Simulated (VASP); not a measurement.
AlN:

```
Al N
1.0
     3.10669    0.00000    0.00000
    -1.55335    2.69048    0.00000
     0.00000    0.00000    4.97859
Al N
2 2
Cartesian
  0.0000 1.7937 -0.0164
  1.5533 0.8968 2.4729
  0.0000 1.7937 1.8834
  1.5533 0.8968 4.3727
```

Base run:

| Quantity | Value |
| --- | --- |
| Program | VASP 6.6.1 |
| Functional | HSE06 |
| Potentials or basis | VASP PAW PBE potentials, release 64 (Al, N) |
| Cutoff | 520 eV |
| k mesh | 6 × 6 × 4 |
| Occupations | gaussian, width 0.01 eV |
| Spin | no spin polarisation |

Its results: band gap on the k mesh 5.59 eV; pressure -0.8 GPa; largest force 0.008 eV/Å.

Problem. The run is repeated on the same cell with these changes: functional from HSE06 to HF; share of exact exchange from 0.25 to 1. What comes out?

Solution. Band gap on the k mesh 12.37 eV; pressure -1.8 GPa; largest force 0.042 eV/Å.

Caveats: the PAW data sets were made with another functional, which shifts forces and pressure a little.

